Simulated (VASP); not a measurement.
# Pb (P-1) in VASP: single point with PBEsol

Aim: the single point of Pb with PBEsol.

Everything below comes from runs of VASP 6.6.1. Logs are shortened: lines on timing, memory, paths and dates and some standing lists are left out, and cuts for length are marked.

## (1) The cell of the first run

The typed cell holds 2 atoms: a = 3.480 Å, b = 3.510 Å, c = 5.591 Å, α = 90.41°, β = 91.14°, γ = 120.85°.

## (2) Single point, PBEsol (equal xy, yz and zx shear strains of -2 %)

Contents of INCAR:

```
PREC = Accurate ; ENCUT = 520
EDIFF = 1E-7 ; ISMEAR = -1
SIGMA = 0.05 ; LREAL = False
LASPH = True ; NELM = 100
ALGO = Normal ; ISIF = 2
LWAVE = False ; LCHARG = False
GGA = PS ; NBANDS = 21
```

Contents of KPOINTS:

```
regular mesh
0
Gamma
  12 12 7
```

Contents of POSCAR:

```
Pb
1.0
    3.4800006906     -0.0348000069     -0.0348000069
   -1.7701380353      3.0311690066     -0.0127376866
   -0.0559000000     -0.0559000000      5.5900000000
Pb
2
Direct
    0.3333333333      0.6666666667      0.2500000000
    0.6666666667      0.3333333333      0.7500000000
```

Potentials or basis: VASP PAW PBE potentials, release 64 (Pb_d).

Run with:

```console
> cat potpaw_PBE.64/Pb_d/POTCAR > POTCAR
> mpirun -np 1 vasp_std > vasp.out
```

OUTCAR:

```text
PREC = Accurate
   ENCUT = 520
   EDIFF = 1E-7
   ISMEAR = -1
   LREAL = False
   LASPH = True
   NELM = 100
   ISIF = 2
   GGA = PS

 ion  position               nearest neighbor table
   1  0.333  0.667  0.250-   2 3.39   2 3.41   2 3.44   2 3.46   2 3.47   2 3.48
   2  0.667  0.333  0.750-   1 3.39   1 3.41   1 3.44   1 3.46   1 3.47   1 3.48

  LATTYP: Found a triclinic cell.
 ALAT       =     3.4502343855
 B/A-ratio  =     1.0087281861
 C/A-ratio  =     1.6203417935
 COS(alpha) =     0.0198960208
 COS(beta)  =     0.0274156886
 COS(gamma) =     0.4869832430

  Lattice vectors:

 A1 = (   1.7098626553,   2.9963689997,  -0.0475376935)
 A2 = (   3.4800006906,  -0.0348000069,  -0.0348000069)
 A3 = (   0.0559000000,   0.0559000000,  -5.5900000000)

Analysis of symmetry for initial positions (statically):
=====================================================================
 Subroutine PRICEL returns:
 Original cell was already a primitive cell.

 Routine SETGRP: Setting up the symmetry group for a
 triclinic supercell.

 Subroutine GETGRP returns: Found  2 space group operations
 (whereof  2 operations were pure point group operations)
 out of a pool of  2 trial point group operations.

The static configuration has the point symmetry S_2 .

Analysis of symmetry for dynamics (positions and initial velocities):
=====================================================================
 Subroutine PRICEL returns:
 Original cell was already a primitive cell.

 Routine SETGRP: Setting up the symmetry group for a
 triclinic supercell.

 Subroutine GETGRP returns: Found  2 space group operations
 (whereof  2 operations were pure point group operations)
 out of a pool of  2 trial point group operations.

The dynamic configuration has the point symmetry S_2 .

 Subroutine INISYM returns: Found  2 space group operations
 (whereof  2 operations are pure point group operations),
 and found     1 'primitive' translations

----------------------------------------------------------------------------------------

                                     Primitive cell

  volume of cell :      58.6098

  direct lattice vectors                    reciprocal lattice vectors
     3.480000691 -0.034800007 -0.034800007     0.289090477  0.168841915  0.004579324
    -1.770138035  3.031169007 -0.012737687     0.003352298  0.331877480  0.003352298
    -0.055900000 -0.055900000  5.590000000     0.001807344  0.001807344  0.178927023

  length of vectors
     3.480348673  3.510204618  5.590558972     0.334816168  0.331911340  0.178945279

  position of ions in fractional coordinates (direct lattice)
     0.333333333  0.666666667  0.250000000
     0.666666667  0.333333333  0.750000000

  ion indices of the primitive-cell ions
   primitive index   ion index
                 1           1
                 2           2

----------------------------------------------------------------------------------------

 KPOINTS: regular mesh

Automatic generation of k-mesh.
 Grid dimensions read from file:
 generate k-points for:   12   12    7

 Generating k-lattice:

  Cartesian coordinates                     Fractional coordinates (reciprocal lattice)
     0.024090873  0.014070160  0.000381610     0.083333333 -0.000000000  0.000000000
     0.000279358  0.027656457  0.000279358    -0.000000000  0.083333333 -0.000000000
     0.000258192  0.000258192  0.025561003     0.000000000  0.000000000  0.142857143

  Length of vectors
     0.027901347  0.027659278  0.025563611

  Shift w.r.t. Gamma in fractional coordinates (k-lattice)
     0.000000000  0.000000000  0.000000000

 Subroutine IBZKPT returns following result:
 ===========================================

 Found    506 irreducible k-points:

 Following reciprocal coordinates:
            Coordinates               Weight
  0.000000  0.000000  0.000000      1.000000
  0.083333  0.000000 -0.000000      2.000000
  0.166667  0.000000 -0.000000      2.000000
  0.250000  0.000000 -0.000000      2.000000
  0.333333  0.000000 -0.000000      2.000000
  0.416667 -0.000000 -0.000000      2.000000
[... 16 lines left out ...]
  0.250000  0.166667 -0.000000      2.000000
  0.333333  0.166667 -0.000000      2.000000
 [... further k-points ...]
   k-points           NKPTS =    506   k-points in BZ     NKDIM =    506   number of bands    NBANDS=     21
   number of dos      NEDOS =    301   number of ions     NIONS =      2
   total plane-waves  NPLWV =  32928
   dimension x,y,z NGX =    28 NGY =   28 NGZ =   42
   dimension x,y,z NGXF=    56 NGYF=   56 NGZF=   84
   ions per type =               2
   NGX,Y,Z   is equivalent  to a cutoff of  13.37, 13.26, 12.49 a.u.
   NGXF,Y,Z  is equivalent  to a cutoff of  26.75, 26.52, 24.98 a.u.
 SYSTEM =  unknown system
   PREC   = accura    normal or accurate (medium, high low for compatibility)
   ISTART =      0    job   : 0-new  1-cont  2-samecut
   ICHARG =      2    charge: 1-file 2-atom 10-const
   ISPIN  =      1    spin polarized calculation?
   LNONCOLLINEAR =      F non collinear calculations
   LSORBIT =      F    spin-orbit coupling
   LASPH  =      T    aspherical Exc in radial PAW
   ENCUT  =  520.0 eV  38.22 Ry    6.18 a.u.   6.47  6.53 10.39*2*pi/ulx,y,z
   NELM   =    100;   NELMIN=  2; NELMDL= -5     # of ELM steps
   EDIFF  = 0.1E-06   stopping-criterion for ELM
   LREAL  =      F    real-space projection
   EDIFFG = 0.1E-05   stopping-criterion for IOM
   NSW    =      0    number of steps for IOM
   IBRION =     -1    ionic relax: 0-MD 1-quasi-New 2-CG
   NFREE  =      0    steps in history (QN), initial steepest desc. (CG)
   ISIF   =      2    stress and relaxation
   ISYM   =      2    0-nonsym 1-usesym 2-fastsym
   POTIM  = 0.5000    time-step for ionic-motion
   TEBEG  =    0.0;   TEEND  =   0.0 temperature during run
   PSTRESS=    0.0 pullay stress
   NELECT =      28.0000    total number of electrons
   NUPDOWN=      -1.0000    fix difference up-down
   EMIN   =  10.00;   EMAX   =-10.00  energy-range for DOS
   EFERMI =   0.00;   METHOD = LEGACY
   ISMEAR =    -1;   SIGMA  =   0.05  broadening in eV -4-tet -1-fermi 0-gaus
   EFERMI_NEDOS =   21; number of points for ismear=-14 and -15
   IALGO  =     38    algorithm
   IMIX   =      4    mixing-type and parameters
     AMIX     =   0.40;   BMIX     =  1.00
     AMIX_MAG =   1.60;   BMIX_MAG =  1.00
  volume/ion in A,a.u.               =      29.30       197.76
  Fermi-wavevector in a.u.,A,eV,Ry     =   1.279787  2.418446 22.284350  1.637854
  Thomas-Fermi vector in A             =   2.412252
   LORBIT       =      0    0 simple, 1 ext, 2 COOP (PROOUT), +10 PAW based schemes
   GGA     = PS    functional components
   LHFCALC =     F    Hartree Fock is set to
   AEXX    =    0.0000 exact exchange contribution
   IVDW    =     0    specifies the selected vdW correction
   LEPSILON=     F    determine dielectric tensor
   LRPA    =     F    only Hartree local field effects (RPA)
 non-spin polarized calculation
  energy-cutoff  :      520.00
  volume of cell :       58.61
 maximum number of plane-waves:      1603
 NGX is ok and might be reduce to    28
   NGX = 13   NGY = 13   NGZ = 21

 number of electron      28.0000004 magnetization

 Free energy of the ion-electron system (eV)
  ---------------------------------------------------
  ext. energy  EPLUGINS =         0.00000000
  ---------------------------------------------------
  free energy    TOTEN  =        -7.95678308 eV

  energy without entropy =       -7.94557555  energy(sigma->0) =       -7.95117932

 E-fermi :   7.4543     XC(G=0): -10.5077

 val. band max:        7.4541765734   @ k =  -0.4167   0.5000   0.1429
 cond. band min:       7.4565495176   @ k =  -0.0833   0.0833   0.4286
 fundamental gap:      0.0023729441
 Fermi energy:         7.4542929825

 k-point     1 :       0.0000    0.0000    0.0000
  band No.  band energies     occupation
      1      -9.5749      2.00000
      2      -9.5288      2.00000
      3      -9.5196      2.00000
      4      -9.4927      2.00000
      5      -9.4872      2.00000
      6      -9.4644      2.00000
[... 13 lines left out ...]
     20      16.5332      0.00000
     21      18.9343      0.00000

 k-point     2 :       0.0833    0.0000   -0.0000
  band No.  band energies     occupation
      1      -9.5661      2.00000
      2      -9.5324      2.00000
      3      -9.5008      2.00000
      4      -9.4812      2.00000
      5      -9.4747      2.00000
      6      -9.4621      2.00000
[... 13 lines left out ...]
     20      17.0649      0.00000
     21      18.5032      0.00000

 k-point     3 :       0.1667    0.0000   -0.0000
  band No.  band energies     occupation
      1      -9.5764      2.00000
      2      -9.5201      2.00000
      3      -9.4770      2.00000
      4      -9.4732      2.00000
      5      -9.4655      2.00000
      6      -9.4480      2.00000
[... 13 lines left out ...]
     20      17.6709      0.00000
     21      18.0815      0.00000

 k-point     4 :       0.2500    0.0000   -0.0000
  band No.  band energies     occupation
      1      -9.6135      2.00000
      2      -9.5149      2.00000
      3      -9.5023      2.00000
      4      -9.4967      2.00000
      5      -9.4532      2.00000
      6      -9.3782      2.00000
[... 13 lines left out ...]
     20      16.7876      0.00000
     21      18.0623      0.00000

 k-point     5 :       0.3333    0.0000   -0.0000
  band No.  band energies     occupation
      1      -9.6508      2.00000
      2      -9.5556      2.00000
      3      -9.5200      2.00000
      4      -9.5138      2.00000
      5      -9.4190      2.00000
      6      -9.3585      2.00000
[... 13 lines left out ...]
     20      16.1432      0.00000
     21      17.8070      0.00000

 k-point     6 :       0.4167   -0.0000   -0.0000
  band No.  band energies     occupation
      1      -9.6776      2.00000
      2      -9.5884      2.00000
      3      -9.5360      2.00000
      4      -9.5267      2.00000
      5      -9.3965      2.00000
      6      -9.3742      2.00000
[... 13 lines left out ...]
     20      15.7545      0.00000
     21      17.6360      0.00000

 k-point     7 :       0.5000    0.0000   -0.0000
  band No.  band energies     occupation
      1      -9.6873      2.00000
      2      -9.6007      2.00000
      3      -9.5417      2.00000
      4      -9.5319      2.00000
      5      -9.3956      2.00000
      6      -9.3721      2.00000
[... 13 lines left out ...]
     20      15.6244      0.00000
     21      17.5785      0.00000
[... 291 lines left out ...]
      1      -9.5861      2.00000
      2      -9.5209      2.00000
      3      -9.4871      2.00000
      4      -9.4756      2.00000
      5      -9.4631      2.00000
      6      -9.4416      2.00000
[... 13 lines left out ...]
     20      17.6292      0.00000
     21      18.1798      0.00000

 k-point    21 :       0.0833    0.1667   -0.0000
  band No.  band energies     occupation
      1      -9.5869      2.00000
      2      -9.5259      2.00000
      3      -9.5002      2.00000
      4      -9.4877      2.00000
      5      -9.4606      2.00000
      6      -9.4148      2.00000
[... 13 lines left out ...]
     20      16.7515      0.00000
     21      17.7564      0.00000

 k-point    22 :       0.1667    0.1667   -0.0000
  band No.  band energies     occupation
      1      -9.5611      2.00000
      2      -9.5564      2.00000
      3      -9.5385      2.00000
      4      -9.5010      2.00000
      5      -9.4286      2.00000
      6      -9.4018      2.00000
[... 13 lines left out ...]
     20      16.7653      0.00000
     21      17.5454      0.00000

 k-point    23 :       0.2500    0.1667   -0.0000
  band No.  band energies     occupation
      1      -9.5894      2.00000
      2      -9.5790      2.00000
      3      -9.5228      2.00000
      4      -9.5094      2.00000
      5      -9.4134      2.00000
      6      -9.3670      2.00000
[... 13 lines left out ...]
     20      16.5874      0.00000
     21      19.2326      0.00000

 k-point    24 :       0.3333    0.1667   -0.0000
  band No.  band energies     occupation
      1      -9.6170      2.00000
      2      -9.6048      2.00000
      3      -9.5118      2.00000
      4      -9.4932      2.00000
      5      -9.4031      2.00000
      6      -9.3834      2.00000
[... 13 lines left out ...]
     20      16.3413      0.00000
     21      20.6583      0.00000

 [... further k-points ...]
[... 5 lines left out ...]
  --------------------------------------------------------------------------------------
  -------------------------------------------------------------------------------------
  Total        0.2617801      0.2843471      0.4275614      0.0761854      0.0967100      0.0948958
  in kB        7.1561152      7.7730150     11.6879716      2.0826322      2.6436988      2.5941062
  external PRESSURE =       8.8723673 kB  Pullay stress =       0.0000000 kB

 VOLUME and BASIS-vectors are now :
 -----------------------------------------------------------------------------
  energy-cutoff  :      520.00
  volume of cell :       58.61
      direct lattice vectors                 reciprocal lattice vectors
     3.480000691 -0.034800007 -0.034800007     0.289090477  0.168841915  0.004579324
    -1.770138035  3.031169007 -0.012737687     0.003352298  0.331877480  0.003352298
    -0.055900000 -0.055900000  5.590000000     0.001807344  0.001807344  0.178927023

 POSITION                                       TOTAL-FORCE (eV/Angst)
 -----------------------------------------------------------------------------------
     -0.03407      1.99520      1.37741         0.008686     -0.001574      0.001643
      1.68803      0.94526      4.16505        -0.008686      0.001574     -0.001643
 -----------------------------------------------------------------------------------
    total drift:                                0.000000     -0.000000     -0.000000

  FREE ENERGIE OF THE ION-ELECTRON SYSTEM (eV)
  ---------------------------------------------------
  free  energy   TOTEN  =        -7.9567830826 eV

  energy  without entropy=       -7.9455755484  energy(sigma->0) =       -7.95117932
```

Run time: 3.9 min. Hardware: 1 thread of AMD EPYC 9R45 (Zen 5), shared host; peak memory 0.53 GiB.

What came out:

```yaml
Free_energy: -7.9568 eV
Pressure: 0.9 GPa
Largest_force: 0.009 eV/Å
Band_gap_on_the_k_mesh: zero (band 14 reaches 12.99 eV, above the bottom of band 15 at 5.44 eV)
```

Forces in eV/Å, atoms in the order of the input:
```
Pb   0.009 -0.002  0.002
Pb  -0.009  0.002 -0.002
```

Levels at points of the mesh, in eV from the Fermi level:
```tsv
k point	band 11	band 12	band 13	band 14	band 15	band 16	band 17	band 18
(0.00, 0.00, 0.00)	-11.98	-7.99	-4.32	5.45	5.72	7.33	7.61	8.17
(0.50, 0.00, 0.00)	-8.31	-7.10	-2.87	-1.43	-0.38	1.77	1.84	5.59
(0.00, 0.50, 0.00)	-8.41	-7.16	-2.90	-1.44	-0.50	1.79	1.98	5.78
(0.50, 0.50, 0.00)	-8.51	-7.21	-2.92	-1.43	-0.62	1.74	2.20	5.97
```

Caveat: the cell differs from its parent crystal (equal xy, yz and zx shear strains of -2 %); the PAW data sets were made with another functional, which shifts forces and pressure a little; spin-orbit coupling is left out, which moves the levels of the heavy elements.
